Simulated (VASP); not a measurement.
# Sc (P6_3/mmc) in VASP: a series of runs

The runs below take Sc through single point, with r2SCAN.

All numbers are computed with VASP 6.6.1; they aren't measurements. Logs are shortened: lines on timing, memory, paths and dates and some standing lists are left out, and cuts for length are marked.

### 1 The cell of the first run

It takes space group P6_3/mmc (No. 194, hexagonal). Conventional cell: a = 3.328 Å, b = 3.328 Å, c = 5.212 Å, α = 90.00°, β = 90.00°, γ = 120.00°. Sc (site symmetry -6m2) has 12 Sc at 3.24 to 3.33 Å within 4.3 Å.

### 2 Single point, r2SCAN

POSCAR

```
Sc
1.0
    3.3280716152      0.0000000000      0.0000000000
   -1.6640358076      2.8821945644      0.0000000000
    0.0000000000      0.0000000000      5.2121495536
Sc
2
Direct
    0.3333333333      0.6666666667      0.2500000000
    0.6666666667      0.3333333333      0.7500000000
```

INCAR.step1

```
PREC = Accurate ; ENCUT = 520
ISMEAR = -1 ; SIGMA = 0.1
LREAL = False ; LASPH = True
NELM = 80 ; NBANDS = 18
GGA = PE ; ALGO = Normal
EDIFF = 1E-4 ; LWAVE = True
LCHARG = False
```

INCAR.step2

```
PREC = Accurate ; ENCUT = 520
EDIFF = 1E-7 ; ISMEAR = -1
SIGMA = 0.1 ; LREAL = False
LASPH = True ; NELM = 80
ALGO = Normal ; ISIF = 2
LWAVE = False ; LCHARG = False
METAGGA = R2SCAN ; LMIXTAU = True
NBANDS = 18 ; ISTART = 1
```

KPOINTS

```
Automatic mesh
0
Gamma
  7 7 4
```

Potentials or basis: VASP PAW PBE potentials, release 64 (Sc_sv).

On the command line:

```console
> cat potpaw_PBE.64/Sc_sv/POTCAR > POTCAR
> cp INCAR.step1 INCAR
> mpirun -np 1 vasp_std > vasp.out
> cp INCAR.step2 INCAR
> mpirun -np 1 vasp_std > vasp.out
```

OUTCAR:

```text
PREC = Accurate
   ENCUT = 520
   EDIFF = 1E-7
   ISMEAR = -1
   LREAL = False
   LASPH = True
   NELM = 80
   ISIF = 2
   METAGGA = R2SCAN
   ISTART = 1

 ion  position               nearest neighbor table
   1  0.333  0.667  0.250-   2 3.24   2 3.24   2 3.24   2 3.24   2 3.24   2 3.24
   2  0.667  0.333  0.750-   1 3.24   1 3.24   1 3.24   1 3.24   1 3.24   1 3.24

  LATTYP: Found a hexagonal cell.
 ALAT       =     3.3280716152
 C/A-ratio  =     1.5661170060

  Lattice vectors:

 A1 = (   3.3280716152,   0.0000000000,   0.0000000000)
 A2 = (  -1.6640358076,   2.8821945644,   0.0000000000)
 A3 = (   0.0000000000,   0.0000000000,   5.2121495536)

Analysis of symmetry for initial positions (statically):
=====================================================================
 Subroutine PRICEL returns:
 Original cell was already a primitive cell.

 Routine SETGRP: Setting up the symmetry group for a
 hexagonal supercell.

 Subroutine GETGRP returns: Found 24 space group operations
 (whereof 12 operations were pure point group operations)
 out of a pool of 24 trial point group operations.

The static configuration has the point symmetry D_3d.
 The point group associated with its full space group is D_6h.

Analysis of symmetry for dynamics (positions and initial velocities):
=====================================================================
 Subroutine PRICEL returns:
 Original cell was already a primitive cell.

 Routine SETGRP: Setting up the symmetry group for a
 hexagonal supercell.

 Subroutine GETGRP returns: Found 24 space group operations
 (whereof 12 operations were pure point group operations)
 out of a pool of 24 trial point group operations.

The dynamic configuration has the point symmetry D_3d.
 The point group associated with its full space group is D_6h.

 Subroutine INISYM returns: Found 24 space group operations
 (whereof 12 operations are pure point group operations),
 and found     1 'primitive' translations

----------------------------------------------------------------------------------------

                                     Primitive cell

  volume of cell :      49.9957

  direct lattice vectors                    reciprocal lattice vectors
     3.328071615  0.000000000  0.000000000     0.300474303  0.173478920  0.000000000
    -1.664035808  2.882194564  0.000000000     0.000000000  0.346957840  0.000000000
     0.000000000  0.000000000  5.212149554     0.000000000  0.000000000  0.191859422

  length of vectors
     3.328071615  3.328071615  5.212149554     0.346957840  0.346957840  0.191859422

  position of ions in fractional coordinates (direct lattice)
     0.333333333  0.666666667  0.250000000
     0.666666667  0.333333333  0.750000000

  ion indices of the primitive-cell ions
   primitive index   ion index
                 1           1
                 2           2

----------------------------------------------------------------------------------------

 KPOINTS: Automatic mesh

Automatic generation of k-mesh.
 Grid dimensions read from file:
 generate k-points for:    7    7    4

 Generating k-lattice:

  Cartesian coordinates                     Fractional coordinates (reciprocal lattice)
     0.042924900  0.024782703  0.000000000     0.142857143  0.000000000  0.000000000
     0.000000000  0.049565406  0.000000000     0.000000000  0.142857143  0.000000000
     0.000000000  0.000000000  0.047964855     0.000000000  0.000000000  0.250000000

  Length of vectors
     0.049565406  0.049565406  0.047964855

  Shift w.r.t. Gamma in fractional coordinates (k-lattice)
     0.000000000  0.000000000  0.000000000

 Subroutine IBZKPT returns following result:
 ===========================================

 Found     24 irreducible k-points:

 Following reciprocal coordinates:
            Coordinates               Weight
  0.000000  0.000000  0.000000      1.000000
  0.142857 -0.000000  0.000000      6.000000
  0.285714 -0.000000  0.000000      6.000000
  0.428571 -0.000000  0.000000      6.000000
  0.142857  0.142857  0.000000      6.000000
  0.285714  0.142857  0.000000     12.000000
[... 16 lines left out ...]
  0.428571  0.142857  0.500000      6.000000
  0.285714  0.285714  0.500000      6.000000
   k-points           NKPTS =     24   k-points in BZ     NKDIM =     24   number of bands    NBANDS=     18
   number of dos      NEDOS =    301   number of ions     NIONS =      2
   total plane-waves  NPLWV =  31360
   dimension x,y,z NGX =    28 NGY =   28 NGZ =   40
   dimension x,y,z NGXF=    56 NGYF=   56 NGZF=   80
   ions per type =               2
   NGX,Y,Z   is equivalent  to a cutoff of  13.99, 13.99, 12.76 a.u.
   NGXF,Y,Z  is equivalent  to a cutoff of  27.97, 27.97, 25.52 a.u.
 SYSTEM =  unknown system
   PREC   = accura    normal or accurate (medium, high low for compatibility)
   ISTART =      1    job   : 0-new  1-cont  2-samecut
   ICHARG =      0    charge: 1-file 2-atom 10-const
   ISPIN  =      1    spin polarized calculation?
   LNONCOLLINEAR =      F non collinear calculations
   LSORBIT =      F    spin-orbit coupling
   LASPH  =      T    aspherical Exc in radial PAW
   ENCUT  =  520.0 eV  38.22 Ry    6.18 a.u.   6.19  6.19  9.69*2*pi/ulx,y,z
   NELM   =     80;   NELMIN=  2; NELMDL=  0     # of ELM steps
   EDIFF  = 0.1E-06   stopping-criterion for ELM
   LREAL  =      F    real-space projection
   EDIFFG = 0.1E-05   stopping-criterion for IOM
   NSW    =      0    number of steps for IOM
   IBRION =     -1    ionic relax: 0-MD 1-quasi-New 2-CG
   NFREE  =      0    steps in history (QN), initial steepest desc. (CG)
   ISIF   =      2    stress and relaxation
   ISYM   =      2    0-nonsym 1-usesym 2-fastsym
   POTIM  = 0.5000    time-step for ionic-motion
   TEBEG  =    0.0;   TEEND  =   0.0 temperature during run
   PSTRESS=    0.0 pullay stress
   NELECT =      22.0000    total number of electrons
   NUPDOWN=      -1.0000    fix difference up-down
   EMIN   =  10.00;   EMAX   =-10.00  energy-range for DOS
   EFERMI =   0.00;   METHOD = LEGACY
   ISMEAR =    -1;   SIGMA  =   0.10  broadening in eV -4-tet -1-fermi 0-gaus
   EFERMI_NEDOS =   21; number of points for ismear=-14 and -15
   IALGO  =     38    algorithm
   IMIX   =      4    mixing-type and parameters
     AMIX     =   0.40;   BMIX     =  1.00
     AMIX_MAG =   1.60;   BMIX_MAG =  1.00
  volume/ion in A,a.u.               =      25.00       168.69
  Fermi-wavevector in a.u.,A,eV,Ry     =   1.245197  2.353081 21.096050  1.550516
  Thomas-Fermi vector in A             =   2.379430
   LORBIT       =      0    0 simple, 1 ext, 2 COOP (PROOUT), +10 PAW based schemes
   METAGGA = R2SCAN    functional components
   LHFCALC =     F    Hartree Fock is set to
   AEXX    =    0.0000 exact exchange contribution
   IVDW    =     0    specifies the selected vdW correction
   LEPSILON=     F    determine dielectric tensor
   LRPA    =     F    only Hartree local field effects (RPA)
 non-spin polarized calculation
  energy-cutoff  :      520.00
  volume of cell :       50.00
 maximum number of plane-waves:      1375
 NGX is ok and might be reduce to    28
   NGX = 13   NGY = 13   NGZ = 19

 number of electron      21.9999997 magnetization

 Free energy of the ion-electron system (eV)
  ---------------------------------------------------
  ext. energy  EPLUGINS =         0.00000000
  ---------------------------------------------------
  free energy    TOTEN  =       -22.77861554 eV

  energy without entropy =      -22.66294628  energy(sigma->0) =      -22.72078091

 E-fermi :   3.6353     XC(G=0): -10.5434

 val. band max:        3.6169828124   @ k =   0.1429   0.1429   0.2500
 cond. band min:       3.6687801513   @ k =   0.2857   0.1429   0.2500
 fundamental gap:      0.0517973389
 Fermi energy:         3.6353137677

 k-point     1 :       0.0000    0.0000    0.0000
  band No.  band energies     occupation
      1     -47.9098      2.00000
      2     -47.8413      2.00000
      3     -25.7679      2.00000
      4     -25.4170      2.00000
      5     -25.4170      2.00000
      6     -25.3536      2.00000
[... 10 lines left out ...]
     17       6.2201      0.00000
     18       6.2201      0.00000

 k-point     2 :       0.1429   -0.0000    0.0000
  band No.  band energies     occupation
      1     -47.9007      2.00000
      2     -47.8382      2.00000
      3     -25.7419      2.00000
      4     -25.4662      2.00000
      5     -25.4336      2.00000
      6     -25.4046      2.00000
[... 10 lines left out ...]
     17       6.0767      0.00000
     18       6.1926      0.00000

 k-point     3 :       0.2857   -0.0000    0.0000
  band No.  band energies     occupation
      1     -47.8788      2.00000
      2     -47.8326      2.00000
      3     -25.6749      2.00000
      4     -25.5788      2.00000
      5     -25.5141      2.00000
      6     -25.4688      2.00000
[... 10 lines left out ...]
     17       6.7359      0.00000
     18       6.9207      0.00000

 k-point     4 :       0.4286   -0.0000    0.0000
  band No.  band energies     occupation
      1     -47.8580      2.00000
      2     -47.8314      2.00000
      3     -25.6705      2.00000
      4     -25.6009      2.00000
      5     -25.5974      2.00000
      6     -25.4957      2.00000
[... 10 lines left out ...]
     17       7.6921      0.00000
     18       7.7803      0.00000

 k-point     5 :       0.1429    0.1429    0.0000
  band No.  band energies     occupation
      1     -47.8851      2.00000
      2     -47.8339      2.00000
      3     -25.6951      2.00000
      4     -25.5276      2.00000
      5     -25.5111      2.00000
      6     -25.4400      2.00000
[... 10 lines left out ...]
     17       6.4118      0.00000
     18       6.8354      0.00000

 k-point     6 :       0.2857    0.1429    0.0000
  band No.  band energies     occupation
      1     -47.8632      2.00000
      2     -47.8311      2.00000
      3     -25.6235      2.00000
      4     -25.6210      2.00000
      5     -25.5757      2.00000
      6     -25.4947      2.00000
[... 10 lines left out ...]
     17       7.3466      0.00000
     18       7.7473      0.00000

 k-point     7 :       0.4286    0.1429    0.0000
  band No.  band energies     occupation
      1     -47.8506      2.00000
      2     -47.8326      2.00000
      3     -25.6690      2.00000
      4     -25.5957      2.00000
      5     -25.5705      2.00000
      6     -25.5255      2.00000
[... 10 lines left out ...]
     17       7.6845      0.00000
     18       7.8315      0.00000

 k-point     8 :       0.2857    0.2857    0.0000
  band No.  band energies     occupation
      1     -47.8465      2.00000
      2     -47.8340      2.00000
      3     -25.6369      2.00000
      4     -25.5881      2.00000
      5     -25.5524      2.00000
      6     -25.5435      2.00000
[... 10 lines left out ...]
     17       7.6793      0.00000
     18       7.7354      0.00000
[... 229 lines left out ...]
     17       7.2988      0.00000
     18       7.2988      0.00000

 k-point    20 :       0.4286   -0.0000    0.5000
  band No.  band energies     occupation
      1     -47.8446      2.00000
      2     -47.8446      2.00000
      3     -25.7093      2.00000
      4     -25.7093      2.00000
      5     -25.4436      2.00000
      6     -25.4436      2.00000
[... 10 lines left out ...]
     17       7.6893      0.00000
     18       7.6905      0.00000

 k-point    21 :       0.1429    0.1429    0.5000
  band No.  band energies     occupation
      1     -47.8596      2.00000
      2     -47.8596      2.00000
      3     -25.6119      2.00000
      4     -25.6119      2.00000
      5     -25.4439      2.00000
      6     -25.4439      2.00000
[... 10 lines left out ...]
     17       7.2346      0.00000
     18       7.2346      0.00000

 k-point    22 :       0.2857    0.1429    0.5000
  band No.  band energies     occupation
      1     -47.8471      2.00000
      2     -47.8471      2.00000
      3     -25.6747      2.00000
      4     -25.6747      2.00000
      5     -25.4821      2.00000
      6     -25.4821      2.00000
[... 10 lines left out ...]
     17       7.6416      0.00000
     18       7.6416      0.00000

 k-point    23 :       0.4286    0.1429    0.5000
  band No.  band energies     occupation
      1     -47.8416      2.00000
      2     -47.8416      2.00000
      3     -25.7051      2.00000
      4     -25.7051      2.00000
      5     -25.4997      2.00000
      6     -25.4997      2.00000
[... 10 lines left out ...]
     17       7.6273      0.00000
     18       7.6273      0.00000

 k-point    24 :       0.2857    0.2857    0.5000
  band No.  band energies     occupation
      1     -47.8402      2.00000
      2     -47.8402      2.00000
      3     -25.6786      2.00000
      4     -25.6786      2.00000
      5     -25.5464      2.00000
      6     -25.5464      2.00000
[... 10 lines left out ...]
     17       7.5828      0.00000
     18       7.5828      0.00000

------------------------ aborting loop because EDIFF is reached ----------------------------------------

  FORCE on cell =-STRESS in cart. coord.  units (eV):
  Direction    XX          YY          ZZ          XY          YZ          ZX
  --------------------------------------------------------------------------------------
  -------------------------------------------------------------------------------------
  Total        0.0546674      0.0546674     -0.0362342      0.0000000      0.0000000     -0.0000000
  in kB        1.7518870      1.7518870     -1.1611726      0.0000000      0.0000000     -0.0000000
  external PRESSURE =       0.7808671 kB  Pullay stress =       0.0000000 kB

 VOLUME and BASIS-vectors are now :
 -----------------------------------------------------------------------------
  energy-cutoff  :      520.00
  volume of cell :       50.00
      direct lattice vectors                 reciprocal lattice vectors
     3.328071615  0.000000000  0.000000000     0.300474303  0.173478920  0.000000000
    -1.664035808  2.882194564  0.000000000     0.000000000  0.346957840  0.000000000
     0.000000000  0.000000000  5.212149554     0.000000000  0.000000000  0.191859422

 POSITION                                       TOTAL-FORCE (eV/Angst)
 -----------------------------------------------------------------------------------
     -0.00000      1.92146      1.30304        -0.000000     -0.000000      0.000000
      1.66404      0.96073      3.90911         0.000000      0.000000      0.000000
 -----------------------------------------------------------------------------------
    total drift:                               -0.000000      0.000000     -0.000000

  FREE ENERGIE OF THE ION-ELECTRON SYSTEM (eV)
  ---------------------------------------------------
  free  energy   TOTEN  =       -22.7786155417 eV

  energy  without entropy=      -22.6629462809  energy(sigma->0) =      -22.72078091
```

Run time: 49 s. Hardware: 1 thread of Intel Xeon 6975P-C (Granite Rapids), shared host; peak memory 0.18 GiB.

Results:

```
Free energy            : -22.7786 eV
Pressure               : 0.1 GPa
Band gap on the k mesh : zero (bands 11 and 12 overlap by 1.53 eV)
```

Stress tensor (GPa, compression positive):
```
 0.18  0.00  0.00
 0.00  0.18  0.00
 0.00  0.00 -0.12
```

Caveat: the PAW data sets were made with another functional, which shifts forces and pressure a little.

### 3 Single point, r2SCAN

POSCAR is that of step 2.

INCAR.step1

```
SYSTEM = Sc
PREC = Accurate
ENCUT = 520
ISMEAR = -1
SIGMA = 0.1
LREAL = .FALSE.
LASPH = .TRUE.
NELM = 80
NBANDS = 18
GGA = PE
ALGO = Normal
EDIFF = 1E-4
LWAVE = .TRUE.
LCHARG = .FALSE.
```

INCAR.step2

```
SYSTEM = Sc
PREC = Accurate
ENCUT = 520
EDIFF = 1E-6
ISMEAR = -1
SIGMA = 0.1
LREAL = .FALSE.
LASPH = .TRUE.
NELM = 80
ALGO = Normal
ISIF = 2
LWAVE = .FALSE.
LCHARG = .FALSE.
METAGGA = R2SCAN
LMIXTAU = .TRUE.
NBANDS = 18
ISTART = 1
```

KPOINTS

```
Automatic mesh
0
G
  9 9 5
  0 0 0
```

Potentials or basis: VASP PAW PBE potentials, release 64 (Sc_sv).

On the command line:

```console
> cat potpaw_PBE.64/Sc_sv/POTCAR > POTCAR
> cp INCAR.step1 INCAR
> mpirun -np 1 vasp_std > vasp.out
> cp INCAR.step2 INCAR
> mpirun -np 1 vasp_std > vasp.out
```

Run time: 54 s. Hardware: 1 thread of Intel Xeon 6975P-C (Granite Rapids), shared host; peak memory 0.18 GiB.

Results (log left out):

```
Free energy            : -22.7752 eV
Pressure               : 0.2 GPa
Band gap on the k mesh : zero (bands 11 and 12 overlap by 1.27 eV)
```

Levels at points of the mesh, in eV from the Fermi level:
```csv
k point,band 9,band 10,band 11,band 12,band 13,band 14
"(0.00, 0.00, 0.00)",-5.48,-1.69,0.39,1.80,1.80,2.03
```

Caveat: the PAW data sets were made with another functional, which shifts forces and pressure a little.

### 4 Single point, r2SCAN

POSCAR is that of step 3.

INCAR.step1

```
PREC = Accurate
ENCUT = 520
ISMEAR = -1
SIGMA = 0.1
LREAL = False
LASPH = True
NELM = 80
NBANDS = 18
GGA = PE
ALGO = Normal
EDIFF = 1E-4
LWAVE = True
LCHARG = False
```

INCAR.step2

```
PREC = Accurate
ENCUT = 520
EDIFF = 1E-6
ISMEAR = -1
SIGMA = 0.1
LREAL = False
LASPH = True
NELM = 80
ALGO = Normal
ISIF = 2
LWAVE = False
LCHARG = True
METAGGA = R2SCAN
LMIXTAU = True
LELF = True
LVHAR = True
NBANDS = 18
ISTART = 1
```

KPOINTS

```
regular mesh
0
Gamma
  11 11 6
```

On the command line:

```console
> cat potpaw_PBE.64/Sc_sv/POTCAR > POTCAR
> cp INCAR.step1 INCAR
> mpirun -np 1 vasp_std > vasp.out
> cp INCAR.step2 INCAR
> mpirun -np 1 vasp_std > vasp.out
```

Wall time 90 s (1 thread of Intel Xeon 6975P-C (Granite Rapids), shared host); peak memory 0.2 GiB.

It converged, with:

```
Free energy            : -22.7746 eV
Pressure               : 0.2 GPa
Band gap on the k mesh : zero (bands 11 and 12 overlap by 1.52 eV)
```

Levels at points of the mesh, in eV from the Fermi level:
| k point | band 8 | band 9 | band 10 | band 11 | band 12 | band 13 | band 14 | band 15 |
| --- | --- | --- | --- | --- | --- | --- | --- | --- |
| (0.00, 0.00, 0.00) | -28.98 | -5.48 | -1.69 | 0.39 | 1.80 | 1.80 | 2.03 | 2.26 |
| (0.00, 0.00, 0.50) | -29.03 | -3.88 | -3.88 | 1.07 | 1.07 | 1.72 | 1.72 | 1.72 |

Caveat: the PAW data sets were made with another functional, which shifts forces and pressure a little.

(Continued in part 2 of 2.)
